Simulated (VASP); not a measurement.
**BaS: relaxation of cell and atoms with LDA**

BaS:

```
Ba S
1.0
     0.00000    3.13575    3.13575
     3.13575    0.00000    3.13575
     3.13575    3.13575    0.00000
Ba S
1 1
Direct
  0.00000 0.00000 0.00000
  0.50000 0.50000 0.50000
```

| Quantity | Value |
| --- | --- |
| Program | VASP 6.6.1 |
| Task | relaxation of cell and atoms |
| Functional | LDA |
| Potentials or basis | VASP PAW LDA potentials, release 64 (Ba_sv, S) |
| Cutoff | 600 eV |
| k mesh | 8 × 8 × 8 |
| Occupations | gaussian, width 0.01 eV |
| Spin | no spin polarisation |
| Dipole correction | no |
| Further INCAR settings | ALGO = Normal; EDIFF = 1e-07; IBRION = 2; EDIFFG = -0.001; NSW = 80; ISIF = 3 |

The relaxed volume is 31.30 Å³/atom, the relaxed cell is a = 4.457 Å, b = 4.457 Å, c = 4.457 Å, α = 60.00°, β = 60.00°, γ = 60.00° and the space group after relaxing (to 0.05 Å) is Fm-3m (No. 225). The energy gained by relaxing is 1.1 meV/atom. The ionic steps are 3, the pressure after relaxing is 0.0 GPa and the band gap on the k mesh is 1.83 eV, indirect (least direct gap 1.94 eV).

Step by step:
| step | energy change (eV) | largest force (eV/Å) | pressure (GPa) | volume (Å³) |
| --- | --- | --- | --- | --- |
| 1 | 0.0000 | 0.0000 | 0.79 | 61.67 |
| 2 | -0.0018 | 0.0000 | -0.34 | 63.03 |
| 3 | -0.0023 | 0.0000 | 0.00 | 62.61 |

Final structure:
```yaml
crystal:
  lattice:
    - [0.00000, 3.15162, 3.15162]
    - [3.15162, 0.00000, 3.15162]
    - [3.15162, 3.15162, 0.00000]
  atoms:
    - { symbol: Ba, position: [0.00000, 0.00000, 0.00000] }
    - { symbol: S, position: [0.50000, 0.50000, 0.50000] }
```

Levels at points of the mesh, in eV from the valence-band top:
| k point | band 4 | band 5 | band 6 | band 7 | band 8 | band 9 | band 10 | band 11 | band 12 |
| --- | --- | --- | --- | --- | --- | --- | --- | --- | --- |
| (0.00, 0.00, 0.00) | -10.95 | -10.38 | 0.00 | 0.00 | 0.00 | 3.51 | 3.70 | 3.70 | 3.70 |
| (0.50, 0.00, 0.00) | -11.00 | -8.92 | -2.11 | -1.20 | -1.20 | 5.53 | 5.59 | 6.33 | 6.33 |
| (0.50, 0.50, 0.00) | -11.18 | -10.29 | -0.49 | -0.12 | -0.12 | 1.83 | 5.96 | 6.08 | 7.62 |

It took 110 s on 1 thread of AMD EPYC 7R13, on a shared host, peak memory 0.16 GiB.

Caveat: spin-orbit coupling is left out, which moves the levels of the heavy elements. A k mesh can miss the band edges.
